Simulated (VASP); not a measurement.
Runs of VASP 6.6.1 on Mo4N. The structure is that of space group P-43m (No. 215), or close to it. The cells are those of the table. 

```tsv
task	spin	cell	k mesh	cutoff (eV)	gap on the mesh (eV)	pressure (GPa)	moment (μB)	relaxed volume (Å³/atom)	largest force (eV/Å)
single point	collinear, ferromagnetic start	a = 4.210 Å, 5 atoms	4 × 4 × 4	520	none	0.4	0.00	-	0.04
relaxation of cell and atoms	collinear, ferromagnetic start	relaxed from a = 4.311 Å, 5 atoms	4 × 4 × 4	600	none	0.4	0.00	(b)	0.01
single point	off	a = 4.209 Å, 5 atoms	10 × 10 × 10	520	none	0.4	-	-	0.01
relaxation of cell and atoms	off	relaxed from a = 4.210 Å, 5 atoms	10 × 10 × 10	600	none	0.0	-	14.93	-
single point	collinear, ferromagnetic start	a = 4.311 Å, 5 atoms	4 × 4 × 4	520	none	100.1	0.00	-	(a)
```

Alike in all rows: level PBE; potentials or basis VASP PAW PBE potentials, release 64 (Mo_sv, N); smearing gaussian 0.1 eV.

Problem. Fill in the values left out.

Solution. (a) 28.79; (b) 14.92.

Caveats: some runs use coarse meshes; forces of over 1 eV/Å act on the atoms, so gaps and moduli don't describe the material at rest (some runs).

A k mesh can miss the band edges, and the runs leave out spin-orbit coupling on Mo.

A gap of «none» marks levels without a gap at the run's occupations.
